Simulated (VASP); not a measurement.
Input of a VASP 6.6.1 run:

The input INCAR:

```
SYSTEM = ZnO
ALGO     = Normal         ! electronic algorithm
EDIFF    = 1E-8           ! SCF threshold, eV
ENCUT    = 520            ! plane-wave cutoff, eV
GGA      = PE             ! functional
IBRION   = 8              ! ionic algorithm
ISIF     = 2              ! what is computed and relaxed
ISMEAR   = 0              ! smearing method
LASPH    = .TRUE.         ! aspherical terms in the spheres
LCHARG   = .FALSE.        ! write CHGCAR
LEPSILON = .TRUE.         ! dielectric tensor by DFPT
LREAL    = .FALSE.        ! projectors in reciprocal space
LWAVE    = .FALSE.        ! write WAVECAR
NELM     = 80             ! most SCF steps
NSW      = 1              ! ionic steps
PREC     = Accurate       ! precision mode
SIGMA    = 0.01           ! smearing width, eV
```

File KPOINTS:

```
k-points
0
G
  12 12 12
  0 0 0
```

The input POSCAR:

```
ZnO
1.0
    0.0000000000      2.1649976700      2.1649976700
    2.1649976700      0.0000000000      2.1649976700
    2.1649976700      2.1649976700      0.0000000000
Zn O
1 1
Direct
    0.5000000000      0.5000000000      0.5000000000
    0.0000000000      0.0000000000      0.0000000000
```

Potentials or basis: VASP PAW PBE potentials, release 64 (Zn, O).

The run is started by

```console
$ cat potpaw_PBE.64/Zn/POTCAR potpaw_PBE.64/O/POTCAR > POTCAR
$ mpirun -np 1 vasp_std > vasp.out
```

(1) Predict the electronic dielectric tensor (diagonal).

(2) Estimate the Born charges (mean of the diagonal).

(3) What does it give for the highest phonon frequency at Γ, LO-TO splitting left out?

Answers

(1) 5.52.

(2) Zn +2.42; O -2.42 e.

(3) 216 cm⁻¹.
